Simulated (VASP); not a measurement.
Si3WC2:

```
Si W C
1.0
     5.65539    0.00000    0.00000
    -2.82769    4.89771    0.00000
     0.00000    0.00000    3.09026
Si W C
3 1 2
Direct
  0.00000 0.50000 0.50000
  0.50000 0.00000 0.50000
  0.50000 0.50000 0.50000
  0.00000 0.00000 0.00000
  0.66667 0.33333 0.00000
  0.33333 0.66667 0.00000
```

The cell was generated, and may not be a known phase.

```yaml
Program: VASP 6.6.1
Task: relaxation of cell and atoms
Functional: PBE
Potentials_or_basis: VASP PAW PBE potentials, release 64 (Si, W_sv, C)
Cutoff: 600 eV
k_mesh: 6 × 6 × 6
Occupations: gaussian, width 0.1 eV
Spin: no spin polarisation
```

At the start: pressure -28.1 GPa; volume 14.27 Å³/atom.

Problem. How do energy, volume and symmetry change on relaxing?

Solution. Over 6 steps the energy falls by 432.5 meV/atom and the volume is 10.94 Å³/atom (-23.3 %); space group P6/mmm (No. 191, to 0.1 Å) before and after.

The path:
```
step  energy change (eV)  largest force (eV/Å)  pressure (GPa)  volume (Å³)
   1              0.0000                0.0000          -28.10        85.60
   2             -1.6500                0.0000           34.18        57.94
   3             -2.5919                0.0000           -1.40        66.21
   4             -2.5929                0.0000           -0.34        65.85
   5             -2.5949                0.0000            0.31        65.53
   6             -2.5952                0.0000            0.11        65.63
```

Final structure:
```yaml
crystal:
  lattice:
    - [5.29633, 0.00000, 0.00000]
    - [-2.64817, 4.58676, 0.00000]
    - [0.00000, 0.00000, 2.70143]
  atoms:
    - { symbol: Si, position: [0.00000, 0.50000, 0.50000] }
    - { symbol: Si, position: [0.50000, 0.00000, 0.50000] }
    - { symbol: Si, position: [0.50000, 0.50000, 0.50000] }
    - { symbol: W, position: [0.00000, 0.00000, 0.00000] }
    - { symbol: C, position: [0.66667, 0.33333, 0.00000] }
    - { symbol: C, position: [0.33333, 0.66667, 0.00000] }
```

Caveat: the volume moved by over 15 % at a fixed basis, so the end points are rough.
